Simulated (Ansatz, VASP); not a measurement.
Si in VASP and in Ansatz

INCAR

```
PREC = Accurate
ENCUT = 520
EDIFF = 1E-7
ISMEAR = -1
SIGMA = 0.1
LREAL = F
LASPH = T
NELM = 100
ALGO = Normal
ISIF = 2
LWAVE = F
LCHARG = T
GGA = RP
LELF = T
LVHAR = T
NBANDS = 16
```

KPOINTS

```
Automatic mesh
0
Gamma
  15 15 4
```

Contents of POSCAR:

```
Si
1.0
    2.8355734109      0.0000000000      0.0000000000
   -1.4177867054      2.4556786081      0.0000000000
    0.0000000000      0.0000000000      9.4058571899
Si
4
Direct
    0.0000000000      0.0000000000      0.0000000000
    0.0000000000      0.0000000000      0.5000000000
    0.3333333333      0.6666666667      0.2500000000
    0.6666666667      0.3333333333      0.7500000000
```

Input for Ansatz:

```yaml
crystal:
  lattice:
    - [2.8355734109, 0.0, 0.0]
    - [-1.4177867054, 2.4556786081, 0.0]
    - [0.0, 0.0, 9.4058571899]
  atoms:
    - { symbol: Si, position: [0.0, 0.0, 0.0] }
    - { symbol: Si, position: [0.0, 0.0, 0.5] }
    - { symbol: Si, position: [0.3333333333, 0.6666666667, 0.25] }
    - { symbol: Si, position: [0.6666666667, 0.3333333333, 0.75] }
hamiltonian:
  xc: rpbe
  pseudopotentials:
    kind: paw
    azcp:
      Si: "pseudopotentials/Si.paw.azcp"
basis:
  ecutwfc: 420
  fft_grid_basis: typed
kpoints:
  mp_grid: { grid: [15, 15, 4], shift: [0, 0, 0] }
magnetization:
  spin_polarized: false
scf:
  occupations: { method: fermi_dirac, width: 0.1 }
  lower_state_search: "off"
output:
  stress: true
```

Alike in both runs: task single point; functional RPBE; k mesh 15 × 15 × 4; occupations fermi-dirac, width 0.1 eV; no spin polarisation.

|  | VASP | Ansatz |
| --- | --- | --- |
| version | VASP 6.6.1 | Ansatz 0.2.0 |
| potentials or method | VASP PAW PBE potentials, release 64 (Si), cutoff 520 eV | plane waves (420 eV) with PAW, scalar-relativistic |
| valence electrons in the cell | 16 | 16 |

VASP gave:

- pressure (GPa): -7.6
- traceless stress, the component that is largest in VASP (GPa): 1.06

Q: Estimate Ansatz's values.

A: Pressure (GPa): -7.3; traceless stress, the component that is largest in VASP (GPa): 1.05.

VASP's potentials were made for PBE, not for RPBE. With one functional, cell and mesh, what is left measures potentials, basis and numerics.
